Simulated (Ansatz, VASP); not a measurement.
## Au: VASP beside Ansatz

Contents of INCAR:

```
SYSTEM = Au
PREC = Accurate
ENCUT = 520
EDIFF = 1E-8
ISMEAR = -1
SIGMA = 0.08
LREAL = .False.
LASPH = .True.
NELM = 60
ALGO = Normal
ISIF = 2
LWAVE = .False.
LCHARG = .False.
GGA = PE
LEFG = .True.
NBANDS = 12
```

Contents of KPOINTS:

```
regular mesh
0
Gamma
  12 12 12
  0 0 0
```

Contents of POSCAR:

```
Au
1.0
    2.8017749104      0.0000000000      0.0000000000
    0.0000000000      2.8017749104      0.0000000000
    0.0000000000      0.0000000000      2.8017749104
Au
1
Direct
    0.0000000000      0.0000000000      0.0000000000
```

Input for Ansatz:

```yaml
crystal:
  lattice:
    - [2.8017749104, 0.0, 0.0]
    - [0.0, 2.8017749104, 0.0]
    - [0.0, 0.0, 2.8017749104]
  atoms:
    - { symbol: Au, position: [0.0, 0.0, 0.0] }
kpoints:
  mp_grid: { grid: [12, 12, 12] }
scf:
  occupations: { method: fermi_dirac, width: 0.08 }
hamiltonian:
  xc: pbe
  pseudopotentials: { kind: all_electron, datasets: crystal }
output:
  forces: true
  stress: true
  eigenvalues: true
  efg: { contact_densities: true }
```

Change from the starting cell: volume scaled by 1.06, crystal datasets.

Alike in both runs: task electric field gradients; functional PBE; k mesh 12 × 12 × 12; occupations fermi-dirac, width 0.08 eV; no spin polarisation.

|  | VASP | Ansatz |
| --- | --- | --- |
| version | VASP 6.6.1 | Ansatz 0.2.0 |
| potentials or method | VASP PAW PBE potentials, release 64 (Au), cutoff 520 eV | all-electron PAW with datasets made for the crystal, scalar-relativistic |

```csv
,VASP,Ansatz,Ansatz less VASP
pressure (GPa),-5.3,-5.2,+0.12
```

Ansatz ran all-electron here, and VASP with PAW potentials.

Neither program's run includes spin-orbit coupling.
